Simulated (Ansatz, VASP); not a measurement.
## Mn2ZnAs2 in VASP and in Ansatz

```
Mn Zn As
1.0
     4.09900    0.00000    0.00000
    -2.04950    3.54984    0.00000
     0.00000    0.00000    6.57200
Mn Zn As
2 1 2
Direct
  0.33333 0.66667 0.36944
  0.66667 0.33333 0.63056
  0.00000 0.00000 0.00000
  0.33333 0.66667 0.76793
  0.66667 0.33333 0.23207
```

Alike in both runs: task single point; functional PBE; k mesh 8 × 8 × 5; occupations fermi-dirac, width 0.05 eV; no spin polarisation.

|  | VASP | Ansatz |
| --- | --- | --- |
| version | VASP 6.6.1 | Ansatz 0.2.0 |
| potentials or method | VASP PAW PBE potentials, release 64 (Mn_pv, Zn, As), cutoff 520 eV | PAW plane waves |
| valence electrons in the cell | 48 | 72 |

VASP gave:

| Property | Result |
| --- | --- |
| pressure (GPa) | -15.9 |
| traceless stress, the component that is largest in VASP (GPa) | -2.13 |
| rms of the force components (eV/Å) | 0.783 |

Problem. Estimate Ansatz's values.

Solution. Pressure (GPa): -16.0; traceless stress, the component that is largest in VASP (GPa): -2.14; rms of the force components (eV/Å): 0.787.

Atom by atom the forces differ by 0.004 eV/Å (rms over components). With one functional, cell and mesh, what is left measures potentials, basis and numerics. VASP's potentials hold 48 valence electrons a cell and Ansatz's 72, so a difference there can come from the potentials and not from the codes.
